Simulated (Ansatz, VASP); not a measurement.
**One calculation of TiAl, two programs**

```
CELL_PARAMETERS angstrom
3.02687 0.00000 0.00000
-1.51344 2.62135 0.00000
0.00000 0.00000 4.19772
ATOMIC_POSITIONS crystal
Ti 0.00000 0.00000 0.00000
Al 0.33333 0.66667 0.50000
```

Alike in both runs: task single point; functional PBE; k mesh 21 × 21 × 12; occupations gaussian, width 0.15 eV; no spin polarisation.

|  | VASP | Ansatz |
| --- | --- | --- |
| version | VASP 6.6.1 | Ansatz 0.2.0 |
| potentials or method | VASP PAW PBE potentials, release 64 (Ti_sv, Al), cutoff 520 eV | scalar-relativistic, plane waves, PAW |
| valence electrons in the cell | 15 | 15 |

```csv
,VASP,Ansatz,Ansatz less VASP
gap on the k mesh at the Fermi level (eV),none,none,-
pressure (GPa),3.3,3.5,+0.16
"traceless stress, the component that is largest in VASP (GPa)",11.83,11.82,-0.009
```

A gap of «none» marks a metal or a gap that the smearing closes. The functional is the same, so the differences come from potentials, cutoffs and numerics.
